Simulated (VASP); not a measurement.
Here is a VASP 6.6.1 calculation.

INCAR

```
SYSTEM = BAs
ALGO = Normal ; EDIFF = 1E-6
ENCUT = 520 ; GGA = CA
ISIF = 2 ; ISMEAR = -1
LASPH = .TRUE. ; LCHARG = .FALSE.
LREAL = .FALSE. ; LWAVE = .FALSE.
NBANDS = 11 ; NELM = 100
PREC = Accurate ; SIGMA = 0.2
```

The input KPOINTS:

```
k-points
0
G
  12 12 12
  0 0 0
```

POSCAR

```
BAs
1.0
    0.0000000000      2.0865469400      3.1298204100
    2.0865469400      0.0000000000      3.1298204100
    2.0865469400      2.0865469400      0.0000000000
B As
1 1
Direct
    0.0000000000      0.0000000000      0.0000000000
    0.7500000000      0.7500000000      0.7500000000
```

Potentials or basis: VASP PAW LDA potentials, release 64 (B, As).

Command:

```bash
$ cat potpaw_LDA.64/B/POTCAR potpaw_LDA.64/As/POTCAR > POTCAR
$ mpirun -np 1 vasp_std > vasp.out
```

Problem. What does it give for the band gap on the k mesh?

Solution. Zero (band 4 reaches 8.17 eV, above the bottom of band 5 at 5.83 eV).

Problem. What does it give for the pressure?

Solution. -1.6 GPa.

Stress tensor (GPa, compression positive):
```
 17.99   0.00   0.00
  0.00  17.99   0.00
  0.00   0.00 -40.77
```
